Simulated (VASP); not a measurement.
## Ta: single point with LDA

Ta:

```
Ta
1.0
    -1.62767    1.62767    1.62767
     1.62767   -1.62767    1.62767
     1.62767    1.62767   -1.62767
Ta
1
Direct
  0.00000 0.00000 0.00000
```

```yaml
Program: VASP 6.6.1
Task: single point
Functional: LDA
Potentials_or_basis: VASP PAW LDA potentials, release 64 (Ta_pv)
Cutoff: 520 eV
k_mesh: 14 × 14 × 14
Occupations: gaussian, width 1 eV
Spin: no spin polarisation
Dipole_correction: no
Further_INCAR_settings: ALGO = Normal; EDIFF = 1e-07; NBANDS = 12
```

```json
{"Pressure": "3.1 GPa"}
```

Levels at points of the mesh, in eV from the Fermi level:
```csv
k point,band 3,band 4,band 5,band 6,band 7,band 8,band 9,band 10
"(0.00, 0.00, 0.00)",-32.88,-8.18,0.50,0.50,0.50,3.91,3.91,13.69
"(0.50, 0.00, 0.00)",-32.90,-4.74,-1.88,1.78,3.83,4.89,8.02,12.05
"(0.50, 0.50, 0.50)",-33.84,-4.26,-4.26,6.98,6.98,6.98,8.98,8.98
```

It took 9.6 s on 1 thread of Intel Xeon 6975P-C (shared host), peak memory 0.14 GiB.

Caveat: spin-orbit coupling is left out, which moves the levels of the heavy elements.
